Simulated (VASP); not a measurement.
BP: phonons with r2SCAN

BP:

```
CELL_PARAMETERS angstrom
0.00000 2.26826 2.26826
2.26826 0.00000 2.26826
2.26826 2.26826 0.00000
ATOMIC_POSITIONS crystal
B 0.00000 0.00000 0.00000
P 0.75000 0.75000 0.75000
```

* Program: VASP 6.6.1
* Task: phonons
* Functional: r2SCAN
* Potentials or basis: VASP PAW PBE potentials, release 64 (B, P)
* Cutoff: 520 eV
* k mesh: 8 × 8 × 8
* Occupations: gaussian, width 0.01 eV
* Spin: no spin polarisation
* Dipole correction: no
* Further INCAR settings: ALGO = Normal; EDIFF = 1e-08; IBRION = 6; POTIM = 0.015; NSW = 1

| Property | Result |
| --- | --- |
| Highest phonon frequency at Γ, LO-TO splitting left out | 818 cm⁻¹ |

Phonon frequencies in cm⁻¹ (negative: imaginary):
| q point | frequencies |
| --- | --- |
| (0.000, 0.000, 0.000) | 0 0 0 818 818 818 |

Run time: 5.1 min on 1 thread of AMD EPYC 7R13 Processor (Zen 3), with other jobs on the host, peak memory 0.13 GiB.
